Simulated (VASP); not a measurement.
# Ir (Fm-3m) in VASP: a series of runs

Ir is run at these levels: LDA; tasks: single point, relaxation of volume and atoms at fixed shape.

Everything below comes from runs of VASP 6.6.1. Logs are shortened: lines on timing, memory, paths and dates and some standing lists are left out, and cuts for length are marked.

## Step 1: The cell of the first run

The structure is cubic, space group Fm-3m (No. 225). Conventional cell: a = 3.811 Å, b = 3.811 Å, c = 3.811 Å, α = 90.00°, β = 90.00°, γ = 90.00°. Within 3.6 Å of Ir (site symmetry m-3m) lie 12 Ir at 2.69 Å.

## Step 2: Single point, LDA

Input file INCAR:

```
PREC     = Accurate       # precision mode
ENCUT    = 500            # plane-wave cutoff, eV
EDIFF    = 1E-6           # SCF threshold, eV
ISMEAR   = 1              # smearing method
SIGMA    = 0.1            # smearing width, eV
LREAL    = F              # projectors in reciprocal space
LASPH    = T              # aspherical terms in the spheres
NELM     = 120            # most SCF steps
ALGO     = Normal         # electronic algorithm
ISIF     = 2              # what is computed and relaxed
LWAVE    = F              # write WAVECAR
LCHARG   = F              # write CHGCAR
NBANDS   = 10             # bands
GGA_COMPAT= F
```

Input file KPOINTS:

```
Automatic mesh
0
Gamma
  10 10 10
```

Input file POSCAR:

```
Ir
1.0
    0.0000000000      1.9055417905      1.9055417905
    1.9055417905      0.0000000000      1.9055417905
    1.9055417905      1.9055417905      0.0000000000
Ir
1
Direct
    0.0000000000      0.0000000000      0.0000000000
```

Potentials or basis: VASP PAW LDA potentials, release 64 (Ir).

Command:

```sh
> cat potpaw_LDA.64/Ir/POTCAR > POTCAR
> mpirun -np 1 vasp_std > vasp.out
```

OUTCAR:

```text
PREC = Accurate
   ENCUT = 500
   EDIFF = 1E-6
   ISMEAR = 1
   LREAL = F
   LASPH = T
   NELM = 120
   ISIF = 2

 ion  position               nearest neighbor table
   1  0.000  0.000  0.000-

  LATTYP: Found a face centered cubic cell.
 ALAT       =     3.8110835810

  Lattice vectors:

 A1 = (   0.0000000000,   1.9055417905,   1.9055417905)
 A2 = (   1.9055417905,   0.0000000000,   1.9055417905)
 A3 = (   1.9055417905,   1.9055417905,   0.0000000000)

Analysis of symmetry for initial positions (statically):
=====================================================================
 Subroutine PRICEL returns:
 Original cell was already a primitive cell.

 Routine SETGRP: Setting up the symmetry group for a
 face centered cubic supercell.

 Subroutine GETGRP returns: Found 48 space group operations
 (whereof 48 operations were pure point group operations)
 out of a pool of 48 trial point group operations.

The static configuration has the point symmetry O_h .

Analysis of symmetry for dynamics (positions and initial velocities):
=====================================================================
 Subroutine PRICEL returns:
 Original cell was already a primitive cell.

 Routine SETGRP: Setting up the symmetry group for a
 face centered cubic supercell.

 Subroutine GETGRP returns: Found 48 space group operations
 (whereof 48 operations were pure point group operations)
 out of a pool of 48 trial point group operations.

The dynamic configuration has the point symmetry O_h .

 Subroutine INISYM returns: Found 48 space group operations
 (whereof 48 operations are pure point group operations),
 and found     1 'primitive' translations

----------------------------------------------------------------------------------------

                                     Primitive cell

  volume of cell :      13.8384

  direct lattice vectors                    reciprocal lattice vectors
     0.000000000  1.905541791  1.905541791    -0.262392566  0.262392566  0.262392566
     1.905541791  0.000000000  1.905541791     0.262392566 -0.262392566  0.262392566
     1.905541791  1.905541791  0.000000000     0.262392566  0.262392566 -0.262392566

  length of vectors
     2.694843044  2.694843044  2.694843044     0.454477256  0.454477256  0.454477256

  position of ions in fractional coordinates (direct lattice)
     0.000000000  0.000000000  0.000000000

  ion indices of the primitive-cell ions
   primitive index   ion index
                 1           1

----------------------------------------------------------------------------------------

 KPOINTS: Automatic mesh

Automatic generation of k-mesh.
 Grid dimensions read from file:
 generate k-points for:   10   10   10

 Generating k-lattice:

  Cartesian coordinates                     Fractional coordinates (reciprocal lattice)
    -0.026239257  0.026239257  0.026239257     0.100000000  0.000000000  0.000000000
     0.026239257 -0.026239257  0.026239257     0.000000000  0.100000000  0.000000000
     0.026239257  0.026239257 -0.026239257     0.000000000  0.000000000  0.100000000

  Length of vectors
     0.045447726  0.045447726  0.045447726

  Shift w.r.t. Gamma in fractional coordinates (k-lattice)
     0.000000000  0.000000000  0.000000000

 Subroutine IBZKPT returns following result:
 ===========================================

 Found     47 irreducible k-points:

 Following reciprocal coordinates:
            Coordinates               Weight
  0.000000  0.000000  0.000000      1.000000
  0.100000  0.000000  0.000000      8.000000
  0.200000  0.000000  0.000000      8.000000
  0.300000  0.000000  0.000000      8.000000
  0.400000  0.000000  0.000000      8.000000
  0.500000  0.000000  0.000000      4.000000
[... 16 lines left out ...]
  0.300000  0.300000  0.000000      6.000000
  0.400000  0.300000  0.000000     24.000000
 [... further k-points ...]
   k-points           NKPTS =     47   k-points in BZ     NKDIM =     47   number of bands    NBANDS=     10
   number of dos      NEDOS =    301   number of ions     NIONS =      1
   total plane-waves  NPLWV =   8000
   dimension x,y,z NGX =    20 NGY =   20 NGZ =   20
   dimension x,y,z NGXF=    40 NGYF=   40 NGZF=   40
   ions per type =               1
   NGX,Y,Z   is equivalent  to a cutoff of  12.34, 12.34, 12.34 a.u.
   NGXF,Y,Z  is equivalent  to a cutoff of  24.68, 24.68, 24.68 a.u.
 SYSTEM =  unknown system
   PREC   = accura    normal or accurate (medium, high low for compatibility)
   ISTART =      0    job   : 0-new  1-cont  2-samecut
   ICHARG =      2    charge: 1-file 2-atom 10-const
   ISPIN  =      1    spin polarized calculation?
   LNONCOLLINEAR =      F non collinear calculations
   LSORBIT =      F    spin-orbit coupling
   LASPH  =      T    aspherical Exc in radial PAW
   ENCUT  =  500.0 eV  36.75 Ry    6.06 a.u.   4.91  4.91  4.91*2*pi/ulx,y,z
   NELM   =    120;   NELMIN=  2; NELMDL= -5     # of ELM steps
   EDIFF  = 0.1E-05   stopping-criterion for ELM
   LREAL  =      F    real-space projection
   EDIFFG = 0.1E-04   stopping-criterion for IOM
   NSW    =      0    number of steps for IOM
   IBRION =     -1    ionic relax: 0-MD 1-quasi-New 2-CG
   NFREE  =      0    steps in history (QN), initial steepest desc. (CG)
   ISIF   =      2    stress and relaxation
   ISYM   =      2    0-nonsym 1-usesym 2-fastsym
   POTIM  = 0.5000    time-step for ionic-motion
   TEBEG  =    0.0;   TEEND  =   0.0 temperature during run
   PSTRESS=    0.0 pullay stress
   NELECT =       9.0000    total number of electrons
   NUPDOWN=      -1.0000    fix difference up-down
   EMIN   =  10.00;   EMAX   =-10.00  energy-range for DOS
   EFERMI =   0.00;   METHOD = LEGACY
   ISMEAR =     1;   SIGMA  =   0.10  broadening in eV -4-tet -1-fermi 0-gaus
   EFERMI_NEDOS =   21; number of points for ismear=-14 and -15
   IALGO  =     38    algorithm
   IMIX   =      4    mixing-type and parameters
     AMIX     =   0.40;   BMIX     =  1.00
     AMIX_MAG =   1.60;   BMIX_MAG =  1.00
  volume/ion in A,a.u.               =      13.84        93.39
  Fermi-wavevector in a.u.,A,eV,Ry     =   1.418384  2.680357 27.372384  2.011813
  Thomas-Fermi vector in A             =   2.539515
   LORBIT       =      0    0 simple, 1 ext, 2 COOP (PROOUT), +10 PAW based schemes
   GGA     = CA    functional components
   LHFCALC =     F    Hartree Fock is set to
   AEXX    =    0.0000 exact exchange contribution
   IVDW    =     0    specifies the selected vdW correction
   LEPSILON=     F    determine dielectric tensor
   LRPA    =     F    only Hartree local field effects (RPA)
 non-spin polarized calculation
 Methfessel and Paxton  Order N= 1 SIGMA  =   0.10
  energy-cutoff  :      500.00
  volume of cell :       13.84
 maximum number of plane-waves:       364
   NGX =  9   NGY =  9   NGZ =  9

 number of electron       9.0000001 magnetization

 Free energy of the ion-electron system (eV)
  ---------------------------------------------------
  ext. energy  EPLUGINS =         0.00000000
  ---------------------------------------------------
  free energy    TOTEN  =       -10.32772773 eV

  energy without entropy =      -10.32714857  energy(sigma->0) =      -10.32753467

 E-fermi :  10.7767     XC(G=0): -14.2671

 val. band max:       10.7528773113   @ k =  -0.3000   0.3000   0.1000
 cond. band min:      10.8058185977   @ k =  -0.4000   0.5000   0.1000
 fundamental gap:      0.0529412864
 Fermi energy:        10.7767067442

 k-point     1 :       0.0000    0.0000    0.0000
  band No.  band energies     occupation
      1      -0.6408      2.00000
      2       6.6492      2.00000
      3       6.6492      2.00000
      4       6.6492      2.00000
      5       9.4805      2.00000
      6       9.4805      2.00000
      7      24.9958      0.00000
      8      30.6753      0.00000
      9      30.6753      0.00000
     10      30.6753      0.00000

 k-point     2 :       0.1000    0.0000    0.0000
  band No.  band energies     occupation
      1      -0.1925      2.00000
      2       6.4223      2.00000
      3       6.8367      2.00000
      4       6.8367      2.00000
      5       9.3667      2.00000
      6       9.3667      2.00000
      7      25.7615      0.00000
      8      28.7902      0.00000
      9      31.4252      0.00000
     10      31.4252      0.00000

 k-point     3 :       0.2000    0.0000    0.0000
  band No.  band energies     occupation
      1       0.9655      2.00000
      2       6.0796      2.00000
      3       7.1268      2.00000
      4       7.1268      2.00000
      5       9.3764      2.00000
      6       9.3764      2.00000
      7      25.9313      0.00000
      8      27.4392      0.00000
      9      33.4516      0.00000
     10      33.4516      0.00000

 k-point     4 :       0.3000    0.0000    0.0000
  band No.  band energies     occupation
      1       2.0681      2.00000
      2       6.5829      2.00000
      3       6.9969      2.00000
      4       6.9969      2.00000
      5      10.1122      2.00000
      6      10.1122      2.00000
      7      23.1823      0.00000
      8      26.9700      0.00000
      9      34.5462      0.00000
     10      34.5462      0.00000
[... 222 lines left out ...]
 k-point    22 :      -0.2000    0.2000    0.0000
  band No.  band energies     occupation
      1       3.1013      2.00000
      2       5.4192      2.00000
      3       6.6333      2.00000
      4       8.1475      2.00000
      5       8.4128      2.00000
      6      12.0034     -0.00000
      7      24.4059      0.00000
      8      27.7499      0.00000
      9      29.5570      0.00000
     10      31.7776      0.00000

 k-point    23 :       0.3000    0.3000    0.0000
  band No.  band energies     occupation
      1       2.9010      2.00000
      2       4.1006      2.00000
      3       7.8746      2.00000
      4       9.5647      2.00000
      5       9.5647      2.00000
      6      10.8148      0.40411
      7      27.3591      0.00000
      8      27.3591      0.00000
      9      28.6346      0.00000
     10      31.5874      0.00000

 k-point    24 :       0.4000    0.3000    0.0000
  band No.  band energies     occupation
      1       3.1724      2.00000
      2       3.8787      2.00000
      3       7.9740      2.00000
      4       9.8082      2.00000
      5      11.5204     -0.00000
      6      11.5469     -0.00000
      7      23.7480      0.00000
      8      26.0017      0.00000
      9      27.0638      0.00000
     10      32.0331      0.00000

 [... further k-points ...]

------------------------ aborting loop because EDIFF is reached ----------------------------------------

  FORCE on cell =-STRESS in cart. coord.  units (eV):
  Direction    XX          YY          ZZ          XY          YZ          ZX
  --------------------------------------------------------------------------------------
  -------------------------------------------------------------------------------------
  Total        0.2223616      0.2223616      0.2223616      0.0000000      0.0000000      0.0000000
  in kB       25.7445252     25.7445252     25.7445252      0.0000000      0.0000000      0.0000000
  external PRESSURE =      25.7445252 kB  Pullay stress =       0.0000000 kB

 VOLUME and BASIS-vectors are now :
 -----------------------------------------------------------------------------
  energy-cutoff  :      500.00
  volume of cell :       13.84
      direct lattice vectors                 reciprocal lattice vectors
     0.000000000  1.905541791  1.905541791    -0.262392566  0.262392566  0.262392566
     1.905541791  0.000000000  1.905541791     0.262392566 -0.262392566  0.262392566
     1.905541791  1.905541791  0.000000000     0.262392566  0.262392566 -0.262392566

 POSITION                                       TOTAL-FORCE (eV/Angst)
 -----------------------------------------------------------------------------------
      0.00000      0.00000      0.00000        -0.000000      0.000000     -0.000000
 -----------------------------------------------------------------------------------
    total drift:                                0.000000      0.000000      0.000000

  FREE ENERGIE OF THE ION-ELECTRON SYSTEM (eV)
  ---------------------------------------------------
  free  energy   TOTEN  =       -10.3277277251 eV

  energy  without entropy=      -10.3271485739  energy(sigma->0) =      -10.32753467
```

Run time: 5.6 s. Hardware: 1 thread of Intel Xeon 6975P-C (Granite Rapids), shared host; peak memory 0.12 GiB.

What came out:

```yaml
Free_energy: -10.3277 eV
Pressure: 2.6 GPa
Band_gap_on_the_k_mesh: zero (an odd number of electrons rules out a gap without spin polarisation)
```

Levels at points of the mesh, in eV from the Fermi level:
| k point | band 1 | band 2 | band 3 | band 4 | band 5 | band 6 | band 7 | band 8 | band 9 |
| --- | --- | --- | --- | --- | --- | --- | --- | --- | --- |
| (0.00, 0.00, 0.00) | -11.42 | -4.13 | -4.13 | -4.13 | -1.30 | -1.30 | 14.22 | 19.90 | 19.90 |
| (0.50, 0.00, 0.00) | -8.43 | -4.22 | -4.22 | -0.84 | 0.86 | 0.86 | 7.42 | 13.77 | 19.86 |
| (0.50, 0.50, 0.00) | -8.25 | -7.69 | 0.86 | 1.45 | 1.45 | 1.66 | 10.76 | 11.73 | 11.73 |

Caveat: spin-orbit coupling is left out, which moves the levels of the heavy elements.

(Part 1 of 2 ends here.)
